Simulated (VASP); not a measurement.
# GaN (F-43m) in VASP: notebook, part 2 of 3

VASP 6.6.1. The steps go on from the part before.

## (3) Single point, PBE

This run uses another cell than the first one, of 10.99 Å³/atom, 1.021 times its volume.

INCAR reads:

```
SYSTEM = GaN
ALGO = Normal ; EDIFF = 1E-6
ENCUT = 520 ; GGA = PE
ISIF = 2 ; ISMEAR = 0
LASPH = .TRUE. ; LCHARG = .FALSE.
LREAL = .FALSE. ; LWAVE = .FALSE.
NBANDS = 16 ; NELM = 100
PREC = Accurate ; SIGMA = 0.01
```

KPOINTS reads:

```
k-points
0
G
  8 8 8
  0 0 0
```

POSCAR reads:

```
GaN
1.0
    0.0000000000      2.2230445503      2.2230445503
    2.2230445503      0.0000000000      2.2230445503
    2.2230445503      2.2230445503      0.0000000000
Ga N
1 1
Direct
    0.0000000000      0.0000000000      0.0000000000
    0.7500000000      0.7500000000      0.7500000000
```

Potentials or basis: VASP PAW PBE potentials, release 64 (Ga_d, N).

The run is started by

```sh
> cat potpaw_PBE.64/Ga_d/POTCAR potpaw_PBE.64/N/POTCAR > POTCAR
> mpirun -np 1 vasp_std > vasp.out
```

OUTCAR:

```text
SYSTEM = GaN
   EDIFF = 1E-6
   ENCUT = 520
   GGA = PE
   ISIF = 2
   ISMEAR = 0
   LASPH = .TRUE.
   LREAL = .FALSE.
   NELM = 100
   PREC = Accurate

 ion  position               nearest neighbor table
   1  0.000  0.000  0.000-   2 1.93   2 1.93   2 1.93   2 1.93
   2  0.750  0.750  0.750-   1 1.93   1 1.93   1 1.93   1 1.93

  LATTYP: Found a face centered cubic cell.
 ALAT       =     4.4460891006

  Lattice vectors:

 A1 = (   0.0000000000,   2.2230445503,   2.2230445503)
 A2 = (   2.2230445503,   0.0000000000,   2.2230445503)
 A3 = (   2.2230445503,   2.2230445503,   0.0000000000)

Analysis of symmetry for initial positions (statically):
[... 5 lines left out ...]
 face centered cubic supercell.

 Subroutine GETGRP returns: Found 24 space group operations
 (whereof 24 operations were pure point group operations)
 out of a pool of 48 trial point group operations.

The static configuration has the point symmetry T_d .

Analysis of symmetry for dynamics (positions and initial velocities):
[... 5 lines left out ...]
 face centered cubic supercell.

 Subroutine GETGRP returns: Found 24 space group operations
 (whereof 24 operations were pure point group operations)
 out of a pool of 48 trial point group operations.

The dynamic configuration has the point symmetry T_d .

 Subroutine INISYM returns: Found 24 space group operations
 (whereof 24 operations are pure point group operations),
 and found     1 'primitive' translations

----------------------------------------------------------------------------------------

                                     Primitive cell

  volume of cell :      21.9722

  direct lattice vectors                    reciprocal lattice vectors
     0.000000000  2.223044550  2.223044550    -0.224916770  0.224916770  0.224916770
     2.223044550  0.000000000  2.223044550     0.224916770 -0.224916770  0.224916770
     2.223044550  2.223044550  0.000000000     0.224916770  0.224916770 -0.224916770

  length of vectors
[... 93 lines left out ...]
   NELECT =      18.0000    total number of electrons
   NUPDOWN=      -1.0000    fix difference up-down
   EMIN   =  10.00;   EMAX   =-10.00  energy-range for DOS
   EFERMI =   0.00;   METHOD = LEGACY
   ISMEAR =     0;   SIGMA  =   0.01  broadening in eV -4-tet -1-fermi 0-gaus
   EFERMI_NEDOS =   21; number of points for ismear=-14 and -15
   IALGO  =     38    algorithm
   IMIX   =      4    mixing-type and parameters
     AMIX     =   0.40;   BMIX     =  1.00
     AMIX_MAG =   1.60;   BMIX_MAG =  1.00
  volume/ion in A,a.u.               =      10.99        74.14
  Fermi-wavevector in a.u.,A,eV,Ry     =   1.531819  2.894719 31.925662  2.346470
  Thomas-Fermi vector in A             =   2.639111
   LORBIT       =      0    0 simple, 1 ext, 2 COOP (PROOUT), +10 PAW based schemes
   GGA     = PE    functional components
   LHFCALC =     F    Hartree Fock is set to
   AEXX    =    0.0000 exact exchange contribution
   IVDW    =     0    specifies the selected vdW correction
   LEPSILON=     F    determine dielectric tensor
   LRPA    =     F    only Hartree local field effects (RPA)
 non-spin polarized calculation
 Gauss-broadening in eV      SIGMA  =   0.01
  energy-cutoff  :      520.00
  volume of cell :       21.97
 maximum number of plane-waves:       609
   NGX = 11   NGY = 11   NGZ = 11

 number of electron      18.0000015 magnetization

 Free energy of the ion-electron system (eV)
  ---------------------------------------------------
  ext. energy  EPLUGINS =         0.00000000
  ---------------------------------------------------
  free energy    TOTEN  =       -12.08969211 eV

  energy without entropy =      -12.08969211  energy(sigma->0) =      -12.08969211

 E-fermi :   5.8825     XC(G=0): -11.8869

 val. band max:        5.7361191777   @ k =   0.0000   0.0000   0.0000
 cond. band min:       7.7241534708   @ k =   0.0000   0.0000   0.0000
 fundamental gap:      1.9880342931
 Fermi energy:         5.8824560593

 k-point     1 :       0.0000    0.0000    0.0000
  band No.  band energies     occupation
      1     -10.5558      2.00000
      2      -7.7467      2.00000
      3      -7.7467      2.00000
      4      -7.7467      2.00000
      5      -7.3833      2.00000
      6      -7.3833      2.00000
[... 433 lines left out ...]
      3      -7.5600      2.00000
      4      -7.4079      2.00000
      5      -7.3469      2.00000
      6      -5.8143      2.00000
[... 8 lines left out ...]
     15      24.9365      0.00000
     16      27.3232      0.00000

 [... further k-points ...]
[... 5 lines left out ...]
  --------------------------------------------------------------------------------------
  -------------------------------------------------------------------------------------
  Total        1.8741630      1.8741630      1.8741630      0.0000000      0.0000000     -0.0000000
  in kB      136.6606385    136.6606385    136.6606385      0.0000000      0.0000000     -0.0000000
  external PRESSURE =     136.6606385 kB  Pullay stress =       0.0000000 kB

 VOLUME and BASIS-vectors are now :
 -----------------------------------------------------------------------------
  energy-cutoff  :      520.00
  volume of cell :       21.97
      direct lattice vectors                 reciprocal lattice vectors
     0.000000000  2.223044550  2.223044550    -0.224916770  0.224916770  0.224916770
     2.223044550  0.000000000  2.223044550     0.224916770 -0.224916770  0.224916770
     2.223044550  2.223044550  0.000000000     0.224916770  0.224916770 -0.224916770

 POSITION                                       TOTAL-FORCE (eV/Angst)
 -----------------------------------------------------------------------------------
      0.00000      0.00000      0.00000         0.000000      0.000000      0.000000
      3.33457      3.33457      3.33457        -0.000000     -0.000000     -0.000000
 -----------------------------------------------------------------------------------
    total drift:                               -0.000002     -0.000002     -0.000002

  FREE ENERGIE OF THE ION-ELECTRON SYSTEM (eV)
  ---------------------------------------------------
  free  energy   TOTEN  =       -12.0896921094 eV

  energy  without entropy=      -12.0896921094  energy(sigma->0) =      -12.08969211
```

stdout:

```text
POSCAR found type information on POSCAR GaN
 POSCAR found :  2 types and       2 ions
 scaLAPACK will be used
 LDA part: xc-table for (Slater+PW92), standard interpolation
 POSCAR, INCAR and KPOINTS ok, starting setup
 FFT: planning ... GRIDC
 FFT: planning ... GRID_SOFT
 FFT: planning ... GRID
 WAVECAR not read
 entering main loop
```

It took 18 s on 1 thread of Intel Xeon 8259CL, shared host; peak memory 0.14 GiB.

What came out:

- Free energy: -12.0897 eV
- Pressure: 13.7 GPa
- Band gap on the k mesh: 1.99 eV, direct

PBE gaps usually lie below the measured ones, often by a third to a half.

## (4) Single point, PBE

This run uses another cell than the first one, of 11.22 Å³/atom, 1.043 times its volume.

INCAR reads:

```
ALGO = Normal
EDIFF = 1E-6
ENCUT = 520
GGA = PE
ISIF = 2
ISMEAR = 0
LASPH = True
LCHARG = False
LREAL = False
LWAVE = False
NBANDS = 16
NELM = 60
PREC = Accurate
SIGMA = 0.01
```

KPOINTS reads:

```
k-points
0
Gamma
  8 8 8
```

POSCAR reads:

```
GaN
1.0
    0.0000000000      2.2383763765      2.2383763765
    2.2383763765      0.0000000000      2.2383763765
    2.2383763765      2.2383763765      0.0000000000
Ga N
1 1
Direct
    0.0000000000      0.0000000000      0.0000000000
    0.7500000000      0.7500000000      0.7500000000
```

The run is started by

```sh
> cat potpaw_PBE.64/Ga_d/POTCAR potpaw_PBE.64/N/POTCAR > POTCAR
> mpirun -np 1 vasp_std > vasp.out
```

Run time: 18 s. Hardware: 1 thread of Intel Xeon 8259CL, shared host; peak memory 0.14 GiB.

Results (log left out):

| Quantity | Value |
| --- | --- |
| Free energy | -12.1223 eV |
| Pressure | 9.1 GPa |
| Band gap on the k mesh | 1.85 eV, direct |

Levels at points of the mesh, in eV from the valence-band top:
```tsv
k point	band 7	band 8	band 9	band 10	band 11	band 12
(0.00, 0.00, 0.00)	0.00	0.00	0.00	1.85	10.43	10.43
(0.50, 0.00, 0.00)	-7.17	-0.99	-0.99	4.78	8.83	10.47
(0.50, 0.50, 0.00)	-6.21	-2.77	-2.77	3.36	6.78	11.85
```

## (5) Single point, PBE

This run uses another cell than the first one, of 11.67 Å³/atom, 1.085 times its volume.

INCAR reads:

```
SYSTEM = GaN
PREC = Accurate
ENCUT = 520
EDIFF = 1E-6
ISMEAR = 0
SIGMA = 0.01
LREAL = .False.
LASPH = .True.
NELM = 100
ALGO = Normal
ISIF = 2
LWAVE = .False.
LCHARG = .True.
GGA = PE
LELF = .True.
LVHAR = .True.
NBANDS = 16
```

KPOINTS reads:

```
regular mesh
0
Gamma
  8 8 8
  0 0 0
```

POSCAR reads:

```
GaN
1.0
    0.0000000000      2.2684252826      2.2684252826
    2.2684252826      0.0000000000      2.2684252826
    2.2684252826      2.2684252826      0.0000000000
Ga N
1 1
Direct
    0.0000000000      0.0000000000      0.0000000000
    0.7500000000      0.7500000000      0.7500000000
```

Potentials or basis: VASP PAW PBE potentials, release 64 (Ga_d, N).

The run is started by

```sh
> cat potpaw_PBE.64/Ga_d/POTCAR potpaw_PBE.64/N/POTCAR > POTCAR
> mpirun -np 1 vasp_std > vasp.out
```

OUTCAR:

```text
SYSTEM = GaN
   PREC = Accurate
   ENCUT = 520
   EDIFF = 1E-6
   ISMEAR = 0
   LREAL = .False.
   LASPH = .True.
   NELM = 100
   ISIF = 2
   GGA = PE

 ion  position               nearest neighbor table
   1  0.000  0.000  0.000-   2 1.96   2 1.96   2 1.96   2 1.96
   2  0.750  0.750  0.750-   1 1.96   1 1.96   1 1.96   1 1.96

  LATTYP: Found a face centered cubic cell.
 ALAT       =     4.5368505652

  Lattice vectors:

 A1 = (   0.0000000000,   2.2684252826,   2.2684252826)
 A2 = (   2.2684252826,   0.0000000000,   2.2684252826)
 A3 = (   2.2684252826,   2.2684252826,   0.0000000000)

Analysis of symmetry for initial positions (statically):
[... 5 lines left out ...]
 face centered cubic supercell.

 Subroutine GETGRP returns: Found 24 space group operations
 (whereof 24 operations were pure point group operations)
 out of a pool of 48 trial point group operations.

The static configuration has the point symmetry T_d .

Analysis of symmetry for dynamics (positions and initial velocities):
[... 5 lines left out ...]
 face centered cubic supercell.

 Subroutine GETGRP returns: Found 24 space group operations
 (whereof 24 operations were pure point group operations)
 out of a pool of 48 trial point group operations.

The dynamic configuration has the point symmetry T_d .

 Subroutine INISYM returns: Found 24 space group operations
 (whereof 24 operations are pure point group operations),
 and found     1 'primitive' translations

----------------------------------------------------------------------------------------

                                     Primitive cell

  volume of cell :      23.3455

  direct lattice vectors                    reciprocal lattice vectors
     0.000000000  2.268425283  2.268425283    -0.220417222  0.220417222  0.220417222
     2.268425283  0.000000000  2.268425283     0.220417222 -0.220417222  0.220417222
     2.268425283  2.268425283  0.000000000     0.220417222  0.220417222 -0.220417222

  length of vectors
[... 93 lines left out ...]
   NELECT =      18.0000    total number of electrons
   NUPDOWN=      -1.0000    fix difference up-down
   EMIN   =  10.00;   EMAX   =-10.00  energy-range for DOS
   EFERMI =   0.00;   METHOD = LEGACY
   ISMEAR =     0;   SIGMA  =   0.01  broadening in eV -4-tet -1-fermi 0-gaus
   EFERMI_NEDOS =   21; number of points for ismear=-14 and -15
   IALGO  =     38    algorithm
   IMIX   =      4    mixing-type and parameters
     AMIX     =   0.40;   BMIX     =  1.00
     AMIX_MAG =   1.60;   BMIX_MAG =  1.00
  volume/ion in A,a.u.               =      11.67        78.77
  Fermi-wavevector in a.u.,A,eV,Ry     =   1.501175  2.836809 30.661069  2.253525
  Thomas-Fermi vector in A             =   2.612579
   LORBIT       =      0    0 simple, 1 ext, 2 COOP (PROOUT), +10 PAW based schemes
   GGA     = PE    functional components
   LHFCALC =     F    Hartree Fock is set to
   AEXX    =    0.0000 exact exchange contribution
   IVDW    =     0    specifies the selected vdW correction
   LEPSILON=     F    determine dielectric tensor
   LRPA    =     F    only Hartree local field effects (RPA)
 non-spin polarized calculation
 Gauss-broadening in eV      SIGMA  =   0.01
  energy-cutoff  :      520.00
  volume of cell :       23.35
 maximum number of plane-waves:       638
   NGX = 11   NGY = 11   NGZ = 11

 number of electron      17.9999989 magnetization

 Free energy of the ion-electron system (eV)
  ---------------------------------------------------
  ext. energy  EPLUGINS =         0.00000000
  ---------------------------------------------------
  free energy    TOTEN  =       -12.15215002 eV

  energy without entropy =      -12.15215002  energy(sigma->0) =      -12.15215002

 E-fermi :   5.1660     XC(G=0): -11.5613

 val. band max:        5.0688477620   @ k =   0.0000   0.0000   0.0000
 cond. band min:       6.6651679516   @ k =   0.0000   0.0000   0.0000
 fundamental gap:      1.5963201897
 Fermi energy:         5.1659782038

 k-point     1 :       0.0000    0.0000    0.0000
  band No.  band energies     occupation
      1     -10.6976      2.00000
      2      -8.3590      2.00000
      3      -8.3590      2.00000
      4      -8.3590      2.00000
      5      -8.0589      2.00000
      6      -8.0589      2.00000
[... 433 lines left out ...]
      3      -8.2021      2.00000
      4      -8.0767      2.00000
      5      -8.0274      2.00000
      6      -6.5074      2.00000
[... 8 lines left out ...]
     15      23.6801      0.00000
     16      25.8967      0.00000

 [... further k-points ...]
[... 5 lines left out ...]
  --------------------------------------------------------------------------------------
  -------------------------------------------------------------------------------------
  Total        0.2086422      0.2086422      0.2086422     -0.0000000      0.0000000     -0.0000000
  in kB       14.3188905     14.3188905     14.3188905     -0.0000000      0.0000000     -0.0000000
  external PRESSURE =      14.3188905 kB  Pullay stress =       0.0000000 kB

 VOLUME and BASIS-vectors are now :
 -----------------------------------------------------------------------------
  energy-cutoff  :      520.00
  volume of cell :       23.35
      direct lattice vectors                 reciprocal lattice vectors
     0.000000000  2.268425283  2.268425283    -0.220417222  0.220417222  0.220417222
     2.268425283  0.000000000  2.268425283     0.220417222 -0.220417222  0.220417222
     2.268425283  2.268425283  0.000000000     0.220417222  0.220417222 -0.220417222

 POSITION                                       TOTAL-FORCE (eV/Angst)
 -----------------------------------------------------------------------------------
      0.00000      0.00000      0.00000        -0.000000      0.000000      0.000000
      3.40264      3.40264      3.40264         0.000000     -0.000000     -0.000000
 -----------------------------------------------------------------------------------
    total drift:                               -0.000002     -0.000002     -0.000001

  FREE ENERGIE OF THE ION-ELECTRON SYSTEM (eV)
  ---------------------------------------------------
  free  energy   TOTEN  =       -12.1521500238 eV

  energy  without entropy=      -12.1521500238  energy(sigma->0) =      -12.15215002
```

Wall time 21 s (1 thread of Intel Xeon 8259CL, shared host); peak memory 0.14 GiB.

Results:

- Free energy: -12.1522 eV
- Pressure: 1.4 GPa
- Band gap on the k mesh: 1.60 eV, direct

[end of part 2 of 3]
